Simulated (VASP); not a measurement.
# BaO (Fm-3m) in VASP: further runs, part 2 of 2

VASP 6.6.1. The steps go on from the part before.

### 3 Single point, PBEsol

This run uses another cell than the first one, of 20.17 Å³/atom, 1.032 times its volume.

File INCAR:

```
PREC = Accurate
ENCUT = 600
EDIFF = 1E-6
ISMEAR = 0
SIGMA = 0.02
LREAL = False
LASPH = True
NELM = 120
ALGO = Normal
ISIF = 2
LWAVE = False
LCHARG = False
GGA = PS
NBANDS = 15
GGA_COMPAT = False
```

File KPOINTS:

```
regular mesh
0
Gamma
  12 12 12
```

File POSCAR:

```
BaO
1.0
    0.0000000000      2.7222203229      2.7222203229
    2.7222203229      0.0000000000      2.7222203229
    2.7222203229      2.7222203229      0.0000000000
Ba O
1 1
Direct
    0.0000000000      0.0000000000      0.0000000000
    0.5000000000      0.5000000000      0.5000000000
```

Potentials or basis: VASP PAW PBE potentials, release 64 (Ba_sv, O).

The run is started by

```sh
$ cat potpaw_PBE.64/Ba_sv/POTCAR potpaw_PBE.64/O/POTCAR > POTCAR
$ mpirun -np 1 vasp_std > vasp.out
```

OUTCAR:

```text
PREC = Accurate
   ENCUT = 600
   EDIFF = 1E-6
   ISMEAR = 0
   LREAL = False
   LASPH = True
   NELM = 120
   ISIF = 2
   GGA = PS

 ion  position               nearest neighbor table
   1  0.000  0.000  0.000-   2 2.72   2 2.72   2 2.72   2 2.72   2 2.72   2 2.72
   2  0.500  0.500  0.500-   1 2.72   1 2.72   1 2.72   1 2.72   1 2.72   1 2.72

  LATTYP: Found a face centered cubic cell.
 ALAT       =     5.4444406458

  Lattice vectors:

 A1 = (   0.0000000000,   2.7222203229,   2.7222203229)
 A2 = (   2.7222203229,   0.0000000000,   2.7222203229)
[... 610 lines left out ...]
     12      10.4567      0.00000
     13      12.5524      0.00000
     14      13.7508      0.00000
     15      14.7582      0.00000

 [... further k-points ...]
[... 5 lines left out ...]
  --------------------------------------------------------------------------------------
  -------------------------------------------------------------------------------------
  Total        1.0321826      1.0321826      1.0321826      0.0000000     -0.0000000      0.0000000
  in kB       40.9890001     40.9890001     40.9890001      0.0000000     -0.0000000      0.0000000
  external PRESSURE =      40.9890001 kB  Pullay stress =       0.0000000 kB

 VOLUME and BASIS-vectors are now :
 -----------------------------------------------------------------------------
  energy-cutoff  :      600.00
  volume of cell :       40.35
      direct lattice vectors                 reciprocal lattice vectors
     0.000000000  2.722220323  2.722220323    -0.183673598  0.183673598  0.183673598
     2.722220323  0.000000000  2.722220323     0.183673598 -0.183673598  0.183673598
     2.722220323  2.722220323  0.000000000     0.183673598  0.183673598 -0.183673598

 POSITION                                       TOTAL-FORCE (eV/Angst)
 -----------------------------------------------------------------------------------
      0.00000      0.00000      0.00000         0.000000      0.000000     -0.000000
      2.72222      2.72222      2.72222        -0.000000     -0.000000      0.000000
 -----------------------------------------------------------------------------------
    total drift:                                0.000000     -0.000000      0.000000

  FREE ENERGIE OF THE ION-ELECTRON SYSTEM (eV)
  ---------------------------------------------------
  free  energy   TOTEN  =       -12.3751350706 eV

  energy  without entropy=      -12.3751350706  energy(sigma->0) =      -12.37513507
```

OSZICAR:

```text
N       E                     dE             d eps       ncg     rms          rms(c)
DAV:   1     0.844249375033E+02    0.84425E+02   -0.85526E+03  2160   0.111E+03
DAV:   2    -0.104480713607E+02   -0.94873E+02   -0.84142E+02  3072   0.211E+02
DAV:   3    -0.147193427387E+02   -0.42713E+01   -0.42453E+01  2739   0.452E+01
DAV:   4    -0.147634458407E+02   -0.44103E-01   -0.44098E-01  2658   0.485E+00
DAV:   5    -0.147642314464E+02   -0.78561E-03   -0.78552E-03  2658   0.551E-01    0.934E+00
DAV:   6    -0.126330583143E+02    0.21312E+01   -0.74839E+00  2272   0.213E+01    0.642E+00
DAV:   7    -0.124157296826E+02    0.21733E+00   -0.57247E-01  2434   0.598E+00    0.244E+00
DAV:   8    -0.123745842212E+02    0.41145E-01   -0.90758E-02  2769   0.295E+00    0.520E-01
DAV:   9    -0.123746394364E+02   -0.55215E-04   -0.72375E-03  2531   0.802E-01    0.168E-01
DAV:  10    -0.123751550933E+02   -0.51566E-03   -0.14507E-03  2398   0.296E-01    0.472E-02
DAV:  11    -0.123751345410E+02    0.20552E-04   -0.12788E-04  2475   0.101E-01    0.225E-02
DAV:  12    -0.123751350706E+02   -0.52955E-06   -0.89490E-06  2433   0.269E-02
   1 F= -.12375135E+02 E0= -.12375135E+02  d E =-.261495E-46
```

stdout:

```text
POSCAR found type information on POSCAR BaO
 POSCAR found :  2 types and       2 ions
 scaLAPACK will be used
 -----------------------------------------------------------------------------
|                                                                             |
|                                                                             |
|     You enforced a specific xc type in the INCAR file but a different       |
|     I HOPE YOU KNOW WHAT YOU ARE DOING!                                     |
|                                                                             |
 -----------------------------------------------------------------------------

 LDA part: xc-table for (Slater+PW92), standard interpolation
 POSCAR, INCAR and KPOINTS ok, starting setup
 FFT: planning ... GRIDC
 FFT: planning ... GRID_SOFT
 FFT: planning ... GRID
 WAVECAR not read
 entering main loop
```

Run time: 26 s. Hardware: 1 thread of AMD EPYC 9R45 (Zen 5), shared host; peak memory 0.18 GiB.

What came out:

```yaml
Free_energy: -12.3751 eV
Pressure: 4.1 GPa
Band_gap_on_the_k_mesh: 1.67 eV, direct
```

Caveat: the PAW data sets were made with another functional, which shifts forces and pressure a little; spin-orbit coupling is left out, which moves the levels of the heavy elements.
